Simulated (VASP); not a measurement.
PN2:

```xyz
6
Lattice="-2.1721 4.0306 2.1483 2.1721 -4.0306 2.1483 2.1721 4.0306 -2.1483" Properties=species:S:1:pos:R:3 pbc="T T T"
P     0.0000    0.0000    1.0741
P     0.0000    0.0000    3.2224
N     0.8993    0.9005    0.0000
N     1.2729    3.1301    2.1483
N     0.8993   -0.9005    2.1483
N     1.2729    4.9312    0.0000
```

```yaml
Program: VASP 6.6.1
Task: relaxation of cell and atoms
Functional: PBE
Potentials_or_basis: VASP PAW PBE potentials, release 64 (P, N)
Cutoff: 600 eV
k_mesh: 6 × 6 × 6
Occupations: gaussian, width 0.1 eV
Spin: no spin polarisation
```

At the start: pressure 7.9 GPa; volume 12.54 Å³/atom.

Problem. Where does the relaxation end?

Solution. Over 7 steps the energy falls by 141.0 meV/atom and the volume is 13.10 Å³/atom (+4.5 %); space group Ibam (No. 72, to 0.1 Å) before and after.

Step by step:
```
step  energy change (eV)  largest force (eV/Å)  pressure (GPa)  volume (Å³)
   1              0.0000                1.1637            7.93        75.23
   2             -0.6943                0.5699           -7.81        81.72
   3             -0.7978                0.8430           -4.30        80.02
   4             -0.7311                1.4657            6.70        76.98
   5             -0.8450                0.0422           -0.37        78.79
   6             -0.8450                0.0452           -0.28        78.77
   7             -0.8457                0.0384            0.16        78.59
```

Final structure:
```
CELL_PARAMETERS angstrom
-2.13288 3.95240 2.33054
2.13288 -3.95240 2.33054
2.13288 3.95240 -2.33054
ATOMIC_POSITIONS crystal
P 0.25000 0.25000 0.00000
P 0.75000 0.75000 0.00000
N 0.10671 0.19752 0.30423
N 0.89329 0.80248 0.69577
N 0.39329 0.69752 0.09081
N 0.60671 0.30248 0.90919
```
